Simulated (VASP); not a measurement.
Here is a VASP 6.6.1 calculation.

The input INCAR:

```
ALGO = Normal ; EDIFF = 1E-6
ENCUT = 600 ; GGA = CA
GGA_COMPAT = False ; ISIF = 2
ISMEAR = 0 ; LASPH = True
LCHARG = False ; LREAL = False
LWAVE = False ; NBANDS = 16
NELM = 120 ; PREC = Accurate
SIGMA = 0.05
```

The input KPOINTS:

```
k-points
0
Gamma
  6 6 6
```

The input POSCAR:

```
GaN
1.0
    0.0000000000      2.2766075815      2.2766075815
    2.2766075815      0.0000000000      2.2766075815
    2.2766075815      2.2766075815      0.0000000000
Ga N
1 1
Direct
    0.0000000000      0.0000000000      0.0000000000
    0.2500000000      0.2500000000      0.2500000000
```

Potentials or basis: VASP PAW LDA potentials, release 64 (Ga_d, N).

Run with:

```console
$ cat potpaw_LDA.64/Ga_d/POTCAR potpaw_LDA.64/N/POTCAR > POTCAR
$ mpirun -np 1 vasp_std > vasp.out
```

(1) What does it give for the pressure?

(2) What does it give for the band gap on the k mesh?

## Answers

(1) -10.7 GPa.

(2) 1.55 eV, direct.
